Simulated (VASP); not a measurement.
# H: single point with PBE

Crystal: H.

```
H
1.0
     2.76246    0.00000    0.00000
     0.00000    2.64919    0.05061
     0.00000    0.01873    1.05607
H
1
Direct
  0.00000 0.00000 0.50000
```

This cell differs from its parent crystal: strained.

```yaml
Program: VASP 6.6.1
Task: single point
Functional: PBE
Potentials_or_basis: VASP PAW PBE potentials, release 64 (H)
Cutoff: 520 eV
k_mesh: 14 × 14 × 34
Occupations: gaussian, width 0.05 eV
Spin: no spin polarisation
```

| Property | Result |
| --- | --- |
| Pressure | -5.1 GPa |
| Band gap on the k mesh | zero (an odd number of electrons rules out a gap without spin polarisation) |

Stress tensor (GPa, compression positive):
```
  0.76   0.00   0.00
  0.00   1.47  -0.29
  0.00  -0.29 -17.68
```

Levels at points of the mesh, in eV from the Fermi level:
| k point | band 1 | band 2 | band 3 | band 4 |
| --- | --- | --- | --- | --- |
| (0.00, 0.00, 0.00) | -9.57 | 10.36 | 15.18 | 16.72 |
| (0.50, 0.00, 0.00) | -8.29 | 3.37 | 17.11 | 19.36 |
| (0.00, 0.50, 0.00) | -8.02 | 3.61 | 16.44 | 18.34 |
| (0.50, 0.50, 0.00) | -7.02 | 7.01 | 7.30 | 10.51 |
| (0.00, 0.00, 0.50) | 20.13 | 27.54 | 41.95 | 46.63 |
| (0.50, 0.00, 0.50) | 20.87 | 29.65 | 36.94 | 37.30 |
| (0.00, 0.50, 0.50) | 21.02 | 29.91 | 37.29 | 37.59 |
| (0.50, 0.50, 0.50) | 21.60 | 31.66 | 40.51 | 40.58 |

Wall time 38 s on 1 thread of Intel(R) Xeon(R) Platinum 8488C (Sapphire Rapids) (shared host), peak memory 0.17 GiB.

Caveat: the cell differs from its parent crystal (strained); the cell stands under tension.
